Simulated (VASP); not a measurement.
# Mg16O17 (a cell with a defect) (O interstitial hop between voids) in VASP: a series of runs, part 2 of 2

VASP 6.6.1.

**3. Single point, PBE**

File INCAR:

```
ALGO = Normal ; EDIFF = 1E-6
ENCUT = 520 ; GGA = PE
GGA_COMPAT = F ; ISIF = 2
ISMEAR = -1 ; LASPH = T
LCHARG = T ; LELF = T
LREAL = Auto ; LVHAR = T
LWAVE = F ; NBANDS = 89
NELECT = 136.0 ; NELM = 120
PREC = Accurate ; SIGMA = 0.01
```

File KPOINTS:

```
k-points
0
Gamma
  1 1 1
```

File POSCAR:

```
Mg16O17
1.0
   -4.2543812300      4.2543812300      4.2543812300
    4.2543812300     -4.2543812300      4.2543812300
    4.2543812300      4.2543812300     -4.2543812300
Mg O
16 17
Direct
   -0.0299510065     -0.0300687675     -0.0024245594
    0.0048131559      0.2411662107      0.7483687587
   -0.0020410724      0.4978548902      0.4981951277
    0.0145202079      0.7674157118      0.2843246608
    0.2412749221      0.0048246734      0.7484892227
    0.2976411684      0.2975390384      0.5144363849
    0.2298341280      0.4852853772      0.2175080111
    0.2518279256      0.7516957995      0.0059163715
    0.4979512614     -0.0021534271      0.4981951277
    0.4858314026      0.2297164845      0.2179361580
    0.5252594629      0.5251415845     -0.0024242068
    0.4790442816      0.7751829988      0.7566176668
    0.7676680399      0.0142731685      0.2843297144
    0.7518313069      0.2516980595      0.0059161365
    0.7752885371      0.4791178528      0.7567960711
    0.7145088406      0.7144069456      0.5144382653
    0.0106184654      0.0105007045      0.5235106775
   -0.0068060426      0.2549729188      0.2516538698
    0.0017038906      0.4972571534      0.0013500201
    0.0104230198      0.7459678220      0.7530963557
    0.2551832902     -0.0069422551      0.2516558677
    0.2335553507      0.2335096331     -0.0305366381
    0.2402382261      0.5045321244      0.7530420587
    0.2478873996      0.7521166597      0.5023925653
    0.4973998299      0.0016361956      0.0014250016
    0.5047386174      0.2402859417      0.7530971784
    0.4359281408      0.4356210456      0.3739376925
    0.4942916223      0.7560699961      0.2516516368
    0.7461193129      0.0104156157      0.7530413536
    0.7521736598      0.2478269913      0.5023891571
    0.7562080890      0.4940832489      0.2516535172
    0.8010538585      0.8006968148      0.1041354726
    0.6165440656      0.6164171376      0.7353494741
```

Potentials or basis: VASP PAW PBE potentials, release 64 (Mg, O).

Run with:

```bash
> cat potpaw_PBE.64/Mg/POTCAR potpaw_PBE.64/O/POTCAR > POTCAR
> mpirun -np 1 vasp_gam > vasp.out
```

OUTCAR:

```text
EDIFF = 1E-6
   ENCUT = 520
   GGA = PE
   ISIF = 2
   ISMEAR = -1
   LASPH = T
   LREAL = Auto
   NELECT = 136.0
   NELM = 120
   PREC = Accurate

 ion  position               nearest neighbor table
   1  0.970  0.970  0.998-  32 2.00  20 2.18  29 2.18  18 2.21  21 2.21  22 2.37  33 2.46  16 2.91
                            13 2.96   4 2.96  15 2.98  12 2.98  14 3.02   8 3.02   7 3.11  10 3.12
   2  0.005  0.241  0.748-  22 1.95  17 1.96  29 2.11  23 2.11  30 2.15  19 2.18  13 2.79  15 2.81
                             7 2.82   5 2.84   9 3.05   3 3.05  14 3.07   8 3.07   1 3.14  11 3.14
   3  0.998  0.498  0.498-  31 2.06  18 2.06  23 2.09  20 2.09  24 2.13  30 2.13  12 2.91  15 2.91
                             4 2.92  13 2.92  14 2.96   6 3.03  16 3.03   2 3.05   5 3.05   8 3.05
   4  0.015  0.767  0.284-  32 1.84  24 1.99  17 2.07  31 2.13  21 2.13  19 2.30   5 2.79   9 2.92
                             3 2.92  11 2.96   1 2.96  13 2.97   7 3.02   8 3.11  14 3.11  15 3.19
   5  0.241  0.005  0.748-  22 1.95  17 1.96  20 2.11  26 2.11  24 2.15  25 2.18   4 2.79  12 2.81
                            10 2.83   2 2.84   3 3.05   9 3.05   8 3.07  14 3.07   1 3.14  11 3.14
   6  0.298  0.298  0.514-  27 1.96  26 2.18  23 2.18  33 2.22  18 2.26  21 2.26  17 2.48  15 2.91
                            12 2.91  11 2.91  10 2.95   7 2.95   3 3.03   9 3.03   1 3.16   2 3.19
   7  0.230  0.485  0.218-  27 1.80  19 1.94  28 2.14  18 2.14  22 2.14  24 2.28   2 2.82   8 2.88
                            14 2.88   6 2.95  16 2.95   4 3.02  10 3.08   9 3.09   3 3.09   1 3.11
   8  0.252  0.752  0.006-  21 2.06  28 2.06  23 2.08  20 2.08  19 2.13  25 2.13  12 2.88  15 2.88
                            10 2.88   7 2.88   9 2.96  11 3.02   1 3.02   3 3.05   2 3.07   5 3.07
   9  0.498  0.998  0.498-  21 2.06  28 2.06  29 2.09  26 2.09  24 2.13  30 2.13  12 2.91  15 2.91
[... 10 lines left out ...]
                            10 2.88   7 2.88   3 2.96   1 3.02  11 3.02   9 3.05   2 3.07   5 3.07
  15  0.775  0.479  0.757-  33 1.79  19 1.93  30 1.98  26 2.16  20 2.16  32 2.74   2 2.81   8 2.88
                            14 2.88  16 2.91   6 2.91   9 2.91   3 2.91  11 2.98   1 2.98   4 3.19
  16  0.715  0.714  0.514-  27 1.96  20 2.18  29 2.18  33 2.22  28 2.26  31 2.26  17 2.48  15 2.91
                            12 2.91   1 2.91  10 2.95   7 2.95   9 3.03   3 3.03  11 3.16   2 3.19
  17  0.011  0.011  0.524-   5 1.96   2 1.96  13 2.07   4 2.07  16 2.48   6 2.48
  18  0.993  0.255  0.252-  14 2.06   3 2.06  13 2.13   7 2.14   1 2.21   6 2.26
[... 224 lines left out ...]
 NGX is ok and might be reduce to    54
   NGX = 27   NGY = 27   NGZ = 27

 number of electron     135.9999998 magnetization

 Free energy of the ion-electron system (eV)
  ---------------------------------------------------
  ext. energy  EPLUGINS =         0.00000000
  ---------------------------------------------------
  free energy    TOTEN  =      -178.80977264 eV

  energy without entropy =     -178.80977264  energy(sigma->0) =     -178.80977264

 E-fermi :   6.9095     XC(G=0): -11.1256

 val. band max:        6.6232430835   @ k =   0.0000   0.0000   0.0000
 cond. band min:       7.6752635719   @ k =   0.0000   0.0000   0.0000
 fundamental gap:      1.0520204884
 Fermi energy:         6.9095037241

 k-point     1 :       0.0000    0.0000    0.0000
  band No.  band energies     occupation
      1     -14.3134      2.00000
      2     -13.5968      2.00000
      3     -13.5251      2.00000
      4     -13.4202      2.00000
      5     -13.1214      2.00000
      6     -13.1009      2.00000
[... 72 lines left out ...]
     79      12.3154      0.00000
     80      12.3846      0.00000
 [bands above 80 left out]

------------------------ aborting loop because EDIFF is reached ----------------------------------------

  FORCE on cell =-STRESS in cart. coord.  units (eV):
  Direction    XX          YY          ZZ          XY          YZ          ZX
  --------------------------------------------------------------------------------------
  -------------------------------------------------------------------------------------
  Total       49.3284286     49.3714799     20.1519180      7.0565986     -0.0019767      0.0019738
  in kB      256.5893696    256.8133075    104.8232850     36.7059777     -0.0102819      0.0102671
  external PRESSURE =     206.0753207 kB  Pullay stress =       0.0000000 kB

 VOLUME and BASIS-vectors are now :
 -----------------------------------------------------------------------------
  energy-cutoff  :      520.00
  volume of cell :      308.01
      direct lattice vectors                 reciprocal lattice vectors
    -4.254381230  4.254381230  4.254381230     0.000000000  0.117525904  0.117525904
     4.254381230 -4.254381230  4.254381230     0.117525904  0.000000000  0.117525904
     4.254381230  4.254381230 -4.254381230     0.117525904  0.117525904  0.000000000

 POSITION                                       TOTAL-FORCE (eV/Angst)
 -----------------------------------------------------------------------------------
      4.24357      4.24457      4.00935         0.004713      0.008197      0.002043
      4.18938      2.17831     -2.13736        -0.019137      0.011992     -0.000295
     -0.00812      4.24715      4.24425         0.001248      0.000477     -0.001629
      4.41273     -1.99348      2.11703        -0.019737      0.001700      0.000932
      2.17841      4.19031     -2.13736         0.009970     -0.018972     -0.000275
      2.18817      2.18904      0.34352         0.005362      0.007656      0.005456
[... 25 lines left out ...]
      0.44151      0.44455      6.37143         0.008685     -0.009233      0.000154
      3.12792      3.12900      2.11703         0.004412     -0.047168     -0.000757
 -----------------------------------------------------------------------------------
    total drift:                                0.000500      0.004603      0.013914

  FREE ENERGIE OF THE ION-ELECTRON SYSTEM (eV)
  ---------------------------------------------------
  free  energy   TOTEN  =      -178.8097726387 eV

  energy  without entropy=     -178.8097726387  energy(sigma->0) =     -178.80977264
```

stdout:

```text
POSCAR found type information on POSCAR MgO
 POSCAR found :  2 types and      33 ions
 scaLAPACK will be used
 LDA part: xc-table for (Slater+PW92), standard interpolation
 POSCAR, INCAR and KPOINTS ok, starting setup
 FFT: planning ... GRIDC
 FFT: planning ... GRID_SOFT
 FFT: planning ... GRID
 WAVECAR not read
 entering main loop
 the old and the new charge density differ
 old charge density:   134.00000 new  136.00000
    0.322E+01
```

Run time: 46 s. Hardware: 1 thread of Intel Xeon 6975P-C (Granite Rapids), shared host; peak memory 0.39 GiB.

What came out:

```yaml
Free_energy: -178.8098 eV
Largest_force: 0.047 eV/Å
```

Forces on the atoms (eV/Å):
```
Mg   0.005  0.008  0.002
Mg  -0.019  0.012  0.000
Mg   0.001  0.000 -0.002
Mg  -0.020  0.002  0.001
Mg   0.010 -0.019  0.000
Mg   0.005  0.008  0.005
Mg   0.012  0.004  0.001
Mg  -0.002 -0.004  0.000
Mg   0.001  0.000  0.002
Mg  -0.011  0.007  0.001
Mg   0.004  0.008 -0.002
Mg   0.002  0.000  0.000
Mg  -0.001 -0.022  0.001
Mg  -0.002 -0.004  0.001
Mg  -0.022  0.017  0.000
Mg   0.005  0.007 -0.005
O    0.002  0.001 -0.001
O    0.006 -0.011  0.003
O   -0.015  0.016 -0.001
O   -0.017  0.014  0.010
O   -0.011  0.009 -0.001
O    0.006  0.006  0.001
O    0.012 -0.013  0.001
O    0.027 -0.008 -0.001
O   -0.002 -0.015 -0.001
O   -0.015  0.013 -0.010
O    0.034  0.007 -0.003
O    0.005 -0.010 -0.001
O    0.013 -0.016 -0.002
O   -0.018  0.029 -0.001
O   -0.009  0.008  0.002
O    0.009 -0.009  0.000
O    0.004 -0.047 -0.001
```

Caveat: the k points lie up to 1.04 Å⁻¹ apart; the cell carries a net charge on a neutralising background, which shifts energy and pressure; the cell is charged against a uniform background, so pressure and absolute levels hang on convention.

**4. Single point, PBE**

File INCAR:

```
PREC     = Accurate       # precision mode
ENCUT    = 520            # plane-wave cutoff, eV
EDIFF    = 1E-6           # SCF threshold, eV
ISMEAR   = -1             # smearing method
SIGMA    = 0.01           # smearing width, eV
LREAL    = Auto         
LASPH    = T              # aspherical terms in the spheres
NELM     = 120            # most SCF steps
ALGO     = Normal         # electronic algorithm
ISIF     = 2              # what is computed and relaxed
LWAVE    = F              # write WAVECAR
LCHARG   = F              # write CHGCAR
GGA      = PE             # functional
NBANDS   = 89             # bands
NELECT   = 136.0        
GGA_COMPAT= F
```

File KPOINTS:

```
Automatic mesh
0
Gamma
  1 1 1
```

File POSCAR:

```
Mg16O17
1.0
   -4.2543812300      4.2543812300      4.2543812300
    4.2543812300     -4.2543812300      4.2543812300
    4.2543812300      4.2543812300     -4.2543812300
Mg O
16 17
Direct
   -0.0094886889     -0.0096398272      0.0054541422
    0.0005219325      0.2413937408      0.7499564161
   -0.0045053555      0.4972021513      0.4994493641
    0.0128345339      0.7623712650      0.2759522329
    0.2415230193      0.0004886727      0.7500044842
    0.2816854991      0.2815740845      0.5052859356
    0.2366627356      0.4900009866      0.2259067648
    0.2477612943      0.7498325438      0.0043358832
    0.4973548174     -0.0046120691      0.4994264466
    0.4903022055      0.2364575353      0.2260436825
    0.5218904654      0.5217918611     -0.0080898956
    0.4858165943      0.7683495727      0.7535916098
    0.7626272364      0.0126302739      0.2759425958
    0.7500093028      0.2476689189      0.0043575079
    0.7683728428      0.4857753427      0.7536817522
    0.7331068448      0.7329671065      0.4980772492
    0.0017410287      0.0016105750      0.5211180851
    0.0002405755      0.2600659039      0.2557330764
   -0.0033052985      0.4959683644      0.0034753585
   -0.0058938066      0.7451539551      0.7515094034
    0.2602612319      0.0000982517      0.2557557589
    0.2300649488      0.2299594106     -0.0227518398
    0.2099829450      0.4982407277      0.7525652561
    0.2443744328      0.7450399550      0.4998665811
    0.4961274944     -0.0034590224      0.0034516183
    0.4984186619      0.2100013966      0.7525797118
    0.4672319880      0.4670203239      0.3981487338
    0.4961688636      0.7564231614      0.2471708442
    0.7452539696     -0.0060255531      0.7514851931
    0.7451503118      0.2442054306      0.4998391975
    0.7565832317      0.4959878737      0.2471764854
    0.8166561275      0.8163938096      0.0959551996
    0.5489335285      0.5490058069      0.7469548045
```

Run with:

```bash
> cat potpaw_PBE.64/Mg/POTCAR potpaw_PBE.64/O/POTCAR > POTCAR
> mpirun -np 1 vasp_gam > vasp.out
```

Wall time 49 s (1 thread of Intel Xeon 6975P-C (Granite Rapids), shared host); peak memory 0.38 GiB.

It converged, with:

* Free energy: -179.7277 eV
* Largest force: 0.789 eV/Å

Forces on the atoms (eV/Å):
```
Mg   0.046  0.046  0.201
Mg   0.026 -0.009 -0.004
Mg   0.016 -0.002  0.004
Mg  -0.074 -0.033  0.034
Mg  -0.012  0.027 -0.003
Mg  -0.042 -0.042 -0.089
Mg   0.038  0.062  0.037
Mg   0.000 -0.022  0.004
Mg  -0.002  0.017  0.003
Mg   0.064  0.032  0.038
Mg  -0.035 -0.034  0.032
Mg  -0.097  0.051  0.038
Mg  -0.032 -0.076  0.033
Mg  -0.023  0.000  0.003
Mg   0.055 -0.104  0.035
Mg  -0.088 -0.088  0.320
O   -0.015 -0.012 -0.071
O    0.016  0.021  0.068
O    0.025 -0.001 -0.017
O    0.068 -0.085 -0.047
O    0.021  0.014  0.068
O    0.043  0.045 -0.063
O    0.136 -0.147 -0.181
O   -0.019 -0.010 -0.018
O    0.003  0.023 -0.016
O   -0.149  0.137 -0.180
O    0.141  0.143  0.244
O   -0.017 -0.023  0.063
O   -0.084  0.068 -0.046
O   -0.006 -0.020 -0.019
O   -0.022 -0.016  0.063
O   -0.041 -0.040  0.250
O    0.057  0.075 -0.783
```

Levels at points of the mesh, in eV from the Fermi level:
| k point | band 64 | band 65 | band 66 | band 67 | band 68 | band 69 | band 70 | band 71 | band 72 | band 73 |
| --- | --- | --- | --- | --- | --- | --- | --- | --- | --- | --- |
| (0.00, 0.00, 0.00) | -2.76 | -2.68 | -1.99 | -1.32 | -0.24 | 1.57 | 5.59 | 5.65 | 5.73 | 5.82 |

Caveat: the k points lie up to 1.04 Å⁻¹ apart; the cell carries a net charge on a neutralising background, which shifts energy and pressure; the cell is charged against a uniform background, so pressure and absolute levels hang on convention.
